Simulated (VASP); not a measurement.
# Sb (P6_3/mmc) in VASP: a series of runs

The runs below take Sb through single point, with PBE, PBE+D3(BJ).

Program: VASP 6.6.1. These are calculated values, not measurements. Logs are shortened: lines on timing, memory, paths and dates and some standing lists are left out, and cuts for length are marked.

## 1. The cell of the first run

Symmetry: P6_3/mmc, No. 194, hexagonal system. The conventional cell has a = 3.145 Å, b = 3.145 Å, c = 4.867 Å, α = 90.00°, β = 90.00°, γ = 120.00°. Sb (site symmetry -6m2) has 12 Sb at 3.04 to 3.15 Å within 4.0 Å.

## 2. Single point, PBE

File INCAR:

```
SYSTEM = Sb
  PREC = Accurate
  ENCUT = 520
  EDIFF = 1E-6
  ISMEAR = -1
  SIGMA = 0.05
  LREAL = .FALSE.
  LASPH = .TRUE.
  NELM = 100
  ALGO = Normal
  ISIF = 2
  LWAVE = .FALSE.
  LCHARG = .TRUE.
  GGA = PE
  LELF = .TRUE.
  LVHAR = .TRUE.
  NBANDS = 12
```

File KPOINTS:

```
Automatic mesh
0
G
  13 13 7
  0 0 0
```

File POSCAR:

```
Sb
1.0
    3.1452863763      0.0000000000      0.0000000000
   -1.5726431882      2.7238979041      0.0000000000
    0.0000000000      0.0000000000      4.8667358886
Sb
2
Direct
    0.3333333333      0.6666666667      0.2500000000
    0.6666666667      0.3333333333      0.7500000000
```

Potentials or basis: VASP PAW PBE potentials, release 64 (Sb).

The run is started by

```bash
> cat potpaw_PBE.64/Sb/POTCAR > POTCAR
> mpirun -np 1 vasp_std > vasp.out
```

OUTCAR:

```text
SYSTEM = Sb
   PREC = Accurate
   ENCUT = 520
   EDIFF = 1E-6
   ISMEAR = -1
   LREAL = .FALSE.
   LASPH = .TRUE.
   NELM = 100
   ISIF = 2
   GGA = PE

 ion  position               nearest neighbor table
   1  0.333  0.667  0.250-   2 3.04   2 3.04   2 3.04   2 3.04   2 3.04   2 3.04
   2  0.667  0.333  0.750-   1 3.04   1 3.04   1 3.04   1 3.04   1 3.04   1 3.04

  LATTYP: Found a hexagonal cell.
 ALAT       =     3.1452863763
 C/A-ratio  =     1.5473108984

  Lattice vectors:

 A1 = (   3.1452863763,   0.0000000000,   0.0000000000)
 A2 = (  -1.5726431882,   2.7238979041,   0.0000000000)
 A3 = (   0.0000000000,   0.0000000000,   4.8667358886)

Analysis of symmetry for initial positions (statically):
=====================================================================
 Subroutine PRICEL returns:
 Original cell was already a primitive cell.

 Routine SETGRP: Setting up the symmetry group for a
 hexagonal supercell.

 Subroutine GETGRP returns: Found 24 space group operations
 (whereof 12 operations were pure point group operations)
 out of a pool of 24 trial point group operations.

The static configuration has the point symmetry D_3d.
 The point group associated with its full space group is D_6h.

Analysis of symmetry for dynamics (positions and initial velocities):
=====================================================================
 Subroutine PRICEL returns:
 Original cell was already a primitive cell.

 Routine SETGRP: Setting up the symmetry group for a
 hexagonal supercell.

 Subroutine GETGRP returns: Found 24 space group operations
 (whereof 12 operations were pure point group operations)
 out of a pool of 24 trial point group operations.

The dynamic configuration has the point symmetry D_3d.
 The point group associated with its full space group is D_6h.

 Subroutine INISYM returns: Found 24 space group operations
 (whereof 12 operations are pure point group operations),
 and found     1 'primitive' translations

----------------------------------------------------------------------------------------

                                     Primitive cell

  volume of cell :      41.6955

  direct lattice vectors                    reciprocal lattice vectors
     3.145286376  0.000000000  0.000000000     0.317936073  0.183560478  0.000000000
    -1.572643188  2.723897904  0.000000000     0.000000000  0.367120955  0.000000000
     0.000000000  0.000000000  4.866735889     0.000000000  0.000000000  0.205476529

  length of vectors
     3.145286376  3.145286376  4.866735889     0.367120955  0.367120955  0.205476529

  position of ions in fractional coordinates (direct lattice)
     0.333333333  0.666666667  0.250000000
     0.666666667  0.333333333  0.750000000

  ion indices of the primitive-cell ions
   primitive index   ion index
                 1           1
                 2           2

----------------------------------------------------------------------------------------

 KPOINTS: Automatic mesh

Automatic generation of k-mesh.
 Grid dimensions read from file:
 generate k-points for:   13   13    7

 Generating k-lattice:

  Cartesian coordinates                     Fractional coordinates (reciprocal lattice)
     0.024456621  0.014120037  0.000000000     0.076923077  0.000000000  0.000000000
     0.000000000  0.028240073  0.000000000     0.000000000  0.076923077  0.000000000
     0.000000000  0.000000000  0.029353790     0.000000000  0.000000000  0.142857143

  Length of vectors
     0.028240073  0.028240073  0.029353790

  Shift w.r.t. Gamma in fractional coordinates (k-lattice)
     0.000000000  0.000000000  0.000000000

 Subroutine IBZKPT returns following result:
 ===========================================

 Found     84 irreducible k-points:

 Following reciprocal coordinates:
            Coordinates               Weight
  0.000000  0.000000  0.000000      1.000000
  0.076923 -0.000000  0.000000      6.000000
  0.153846  0.000000  0.000000      6.000000
  0.230769 -0.000000  0.000000      6.000000
  0.307692  0.000000  0.000000      6.000000
  0.384615 -0.000000  0.000000      6.000000
[... 16 lines left out ...]
  0.076923 -0.000000  0.142857     12.000000
  0.153846  0.000000  0.142857     12.000000
 [... further k-points ...]
   k-points           NKPTS =     84   k-points in BZ     NKDIM =     84   number of bands    NBANDS=     12
   number of dos      NEDOS =    301   number of ions     NIONS =      2
   total plane-waves  NPLWV =  20736
   dimension x,y,z NGX =    24 NGY =   24 NGZ =   36
   dimension x,y,z NGXF=    48 NGYF=   48 NGZF=   72
   ions per type =               2
   NGX,Y,Z   is equivalent  to a cutoff of  12.69, 12.69, 12.30 a.u.
   NGXF,Y,Z  is equivalent  to a cutoff of  25.37, 25.37, 24.59 a.u.
 SYSTEM =  Sb
   PREC   = accura    normal or accurate (medium, high low for compatibility)
   ISTART =      0    job   : 0-new  1-cont  2-samecut
   ICHARG =      2    charge: 1-file 2-atom 10-const
   ISPIN  =      1    spin polarized calculation?
   LNONCOLLINEAR =      F non collinear calculations
   LSORBIT =      F    spin-orbit coupling
   LASPH  =      T    aspherical Exc in radial PAW
   ENCUT  =  520.0 eV  38.22 Ry    6.18 a.u.   5.85  5.85  9.05*2*pi/ulx,y,z
   NELM   =    100;   NELMIN=  2; NELMDL= -5     # of ELM steps
   EDIFF  = 0.1E-05   stopping-criterion for ELM
   LREAL  =      F    real-space projection
   EDIFFG = 0.1E-04   stopping-criterion for IOM
   NSW    =      0    number of steps for IOM
   IBRION =     -1    ionic relax: 0-MD 1-quasi-New 2-CG
   NFREE  =      0    steps in history (QN), initial steepest desc. (CG)
   ISIF   =      2    stress and relaxation
   ISYM   =      2    0-nonsym 1-usesym 2-fastsym
   POTIM  = 0.5000    time-step for ionic-motion
   TEBEG  =    0.0;   TEEND  =   0.0 temperature during run
   PSTRESS=    0.0 pullay stress
   NELECT =      10.0000    total number of electrons
   NUPDOWN=      -1.0000    fix difference up-down
   EMIN   =  10.00;   EMAX   =-10.00  energy-range for DOS
   EFERMI =   0.00;   METHOD = LEGACY
   ISMEAR =    -1;   SIGMA  =   0.05  broadening in eV -4-tet -1-fermi 0-gaus
   EFERMI_NEDOS =   21; number of points for ismear=-14 and -15
   IALGO  =     38    algorithm
   IMIX   =      4    mixing-type and parameters
     AMIX     =   0.40;   BMIX     =  1.00
     AMIX_MAG =   1.60;   BMIX_MAG =  1.00
  volume/ion in A,a.u.               =      20.85       140.69
  Fermi-wavevector in a.u.,A,eV,Ry     =   1.017135  1.922106 14.076090  1.034563
  Thomas-Fermi vector in A             =   2.150518
   LORBIT       =      0    0 simple, 1 ext, 2 COOP (PROOUT), +10 PAW based schemes
   GGA     = PE    functional components
   LHFCALC =     F    Hartree Fock is set to
   AEXX    =    0.0000 exact exchange contribution
   IVDW    =     0    specifies the selected vdW correction
   LEPSILON=     F    determine dielectric tensor
   LRPA    =     F    only Hartree local field effects (RPA)
 non-spin polarized calculation
  energy-cutoff  :      520.00
  volume of cell :       41.70
 maximum number of plane-waves:      1134
 NGX is ok and might be reduce to    24
   NGX = 11   NGY = 11   NGZ = 19

 number of electron      10.0000000 magnetization

 Free energy of the ion-electron system (eV)
  ---------------------------------------------------
  ext. energy  EPLUGINS =         0.00000000
  ---------------------------------------------------
  free energy    TOTEN  =        -6.78083049 eV

  energy without entropy =       -6.77258507  energy(sigma->0) =       -6.77670778

 E-fermi :  12.3143     XC(G=0): -11.3877

 val. band max:       12.2949416678   @ k =   0.3077   0.0000   0.1429
 cond. band min:      12.3352732998   @ k =   0.4615   0.0000   0.1429
 fundamental gap:      0.0403316320
 Fermi energy:        12.3142614955

 k-point     1 :       0.0000    0.0000    0.0000
  band No.  band energies     occupation
      1      -2.9686      2.00000
      2       3.1053      2.00000
      3       4.7858      2.00000
      4      16.3779      0.00000
      5      16.3779      0.00000
      6      18.7371      0.00000
      7      18.7371      0.00000
      8      20.4322      0.00000
      9      21.0258      0.00000
     10      21.0902      0.00000
     11      23.3645      0.00000
     12      23.3645      0.00000

 k-point     2 :       0.0769   -0.0000    0.0000
  band No.  band energies     occupation
      1      -2.8427      2.00000
      2       3.2181      2.00000
      3       4.9192      2.00000
      4      14.9925      0.00000
      5      15.7924      0.00000
      6      18.1168      0.00000
      7      19.1530      0.00000
      8      20.5503      0.00000
      9      20.9212      0.00000
     10      21.3947      0.00000
     11      23.0015      0.00000
     12      23.3777      0.00000

 k-point     3 :       0.1538    0.0000    0.0000
  band No.  band energies     occupation
      1      -2.4651      2.00000
      2       3.5532      2.00000
      3       5.3164      2.00000
      4      12.5910      0.00786
      5      14.7635      0.00000
      6      16.8542      0.00000
      7      19.0749      0.00000
      8      19.3382      0.00000
      9      19.3550      0.00000
     10      22.5772      0.00000
     11      22.6304      0.00000
     12      23.2066      0.00000
[... 286 lines left out ...]
 k-point    23 :       0.0769   -0.0000    0.1429
  band No.  band energies     occupation
      1      -2.7048      2.00000
      2       2.0642      2.00000
      3       6.3451      2.00000
      4      15.1195      0.00000
      5      15.9203      0.00000
      6      18.0165      0.00000
      7      18.9615      0.00000
      8      19.2215      0.00000
      9      20.7113      0.00000
     10      21.4509      0.00000
     11      22.5034      0.00000
     12      22.7377      0.00000

 k-point    24 :       0.1538    0.0000    0.1429
  band No.  band energies     occupation
      1      -2.3271      2.00000
      2       2.4261      2.00000
      3       6.7064      2.00000
      4      12.7305      0.00049
      5      14.9032      0.00000
      6      16.4771      0.00000
      7      18.2415      0.00000
      8      18.8711      0.00000
      9      19.7936      0.00000
     10      21.9043      0.00000
     11      22.1001      0.00000
     12      22.9729      0.00000

 [... further k-points ...]
[... 5 lines left out ...]
  --------------------------------------------------------------------------------------
  -------------------------------------------------------------------------------------
  Total        7.9053587      7.9053587      7.9361701     -0.0000000     -0.0000000     -0.0000000
  in kB      303.7689402    303.7689402    304.9528877     -0.0000000     -0.0000000     -0.0000000
  external PRESSURE =     304.1635894 kB  Pullay stress =       0.0000000 kB

 VOLUME and BASIS-vectors are now :
 -----------------------------------------------------------------------------
  energy-cutoff  :      520.00
  volume of cell :       41.70
      direct lattice vectors                 reciprocal lattice vectors
     3.145286376  0.000000000  0.000000000     0.317936073  0.183560478  0.000000000
    -1.572643188  2.723897904  0.000000000     0.000000000  0.367120955  0.000000000
     0.000000000  0.000000000  4.866735889     0.000000000  0.000000000  0.205476529

 POSITION                                       TOTAL-FORCE (eV/Angst)
 -----------------------------------------------------------------------------------
     -0.00000      1.81593      1.21668         0.000000      0.000000      0.000000
      1.57264      0.90797      3.65005        -0.000000     -0.000000      0.000000
 -----------------------------------------------------------------------------------
    total drift:                               -0.000000      0.000000      0.000000

  FREE ENERGIE OF THE ION-ELECTRON SYSTEM (eV)
  ---------------------------------------------------
  free  energy   TOTEN  =        -6.7808304853 eV

  energy  without entropy=       -6.7725850719  energy(sigma->0) =       -6.77670778
```

Run time: 16 s. Hardware: 1 thread of Intel Xeon Platinum 8259CL at 2.50GHz (Skylake/Cascade Lake), shared host; peak memory 0.17 GiB.

What came out:

```yaml
Free_energy: -6.7808 eV
Pressure: 30.4 GPa
Band_gap_on_the_k_mesh: zero (band 5 reaches 17.36 eV, above the bottom of band 6 at 8.65 eV)
```

Stress tensor (GPa, compression positive):
```
30.38  0.00  0.00
 0.00 30.38  0.00
 0.00  0.00 30.50
```

Levels at points of the mesh, in eV from the Fermi level:
```
           k point  band 2  band 3  band 4  band 5  band 6  band 7  band 8  band 9
(0.00, 0.00, 0.00)   -9.21   -7.53    4.06    4.06    6.42    6.42    8.12    8.71
```

Caveat: spin-orbit coupling is left out, which moves the levels of the heavy elements.

## 3. Single point, PBE+D3(BJ)

File INCAR:

```
PREC = Accurate
ENCUT = 520
EDIFF = 1E-6
ISMEAR = -1
SIGMA = 0.05
LREAL = False
LASPH = True
NELM = 100
ALGO = Normal
ISIF = 2
LWAVE = False
LCHARG = False
GGA = PE
IVDW = 12
NBANDS = 12
```

File KPOINTS:

```
regular mesh
0
Gamma
  13 13 7
```

File POSCAR:

```
Sb
1.0
    3.1438309470      0.0000000000      0.0000000000
   -1.5719154735      2.7226374653      0.0000000000
    0.0000000000      0.0000000000      4.8712430201
Sb
2
Direct
    0.3333333333      0.6666666667      0.2500000000
    0.6666666667      0.3333333333      0.7500000000
```

Potentials or basis: VASP PAW PBE potentials, release 64 (Sb).

The run is started by

```bash
> cat potpaw_PBE.64/Sb/POTCAR > POTCAR
> mpirun -np 1 vasp_std > vasp.out
```

It took 16 s on 1 thread of Intel Xeon Platinum 8259CL at 2.50GHz (Skylake/Cascade Lake), shared host; peak memory 0.18 GiB.

Results (log left out):

- Free energy: -8.1394 eV
- Pressure: 25.1 GPa
- Band gap on the k mesh: zero (band 5 reaches 17.37 eV, above the bottom of band 6 at 8.65 eV)
- Dispersion energy per atom: -0.679 eV

Stress tensor (GPa, compression positive):
```
25.11  0.00  0.00
 0.00 25.11  0.00
 0.00  0.00 24.95
```

Levels at points of the mesh, in eV from the Fermi level:
```tsv
k point	band 1	band 2	band 3	band 4	band 5	band 6	band 7	band 8	band 9	band 10
(0.00, 0.00, 0.00)	-15.29	-9.23	-7.54	4.08	4.08	6.43	6.43	8.13	8.68	8.78
```

Caveat: three body term missing; spin-orbit coupling is left out, which moves the levels of the heavy elements; pairwise dispersion overbinds metals, which lowers pressure and volume.
